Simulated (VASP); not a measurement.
Write the native input for VASP 6.6.1 that does the following.

- Task: single point
- Functional: PBE
- Potentials or basis: VASP PAW PBE potentials, release 64 (Cd, In_d)
- Cutoff: 520 eV
- k mesh: 16 × 16 × 16
- Occupations: gaussian, width 0.1 eV
- Spin: no spin polarisation
- Dipole correction: no
- Further INCAR settings: ALGO = Fast; EDIFF = 1e-07; NBANDS = 26

The structure of Cd2In lies in POSCAR:

```
Cd2In
1.0
   -2.0438626290      2.0438626290      4.4908922764
    2.0438626290     -2.0438626290      4.4908922764
    2.0438626290      2.0438626290     -4.4908922764
Cd In
2 1
Direct
    0.6657402615      0.6657402615      0.0000000000
    0.3342597385      0.3342597385      0.0000000000
    0.0000000000      0.0000000000      0.0000000000
```

These files were run (other wordings do the same):

INCAR

```
PREC = Accurate ; ENCUT = 520
EDIFF = 1E-7 ; ISMEAR = 0
SIGMA = 0.1 ; LREAL = F
LASPH = T ; NELM = 80
ALGO = Fast ; ISIF = 2
LWAVE = F ; LCHARG = F
GGA = PE ; NBANDS = 26
```

KPOINTS

```
regular mesh
0
Gamma
  16 16 16
```

Potentials or basis: VASP PAW PBE potentials, release 64 (Cd, In_d).

Command:

```console
$ cat potpaw_PBE.64/Cd/POTCAR potpaw_PBE.64/In_d/POTCAR > POTCAR
$ mpirun -np 1 vasp_std > vasp.out
```

Results of the run:

```
Pressure               : 0.1 GPa
Band gap on the k mesh : zero (an odd number of electrons rules out a gap without spin polarisation)
```

Caveat: spin-orbit coupling is left out, which moves the levels of the heavy elements.

Run time: 7 min on 1 thread of Intel(R) Xeon(R) 6975P-C (Granite Rapids), with other jobs on the host, peak memory 0.72 GiB.
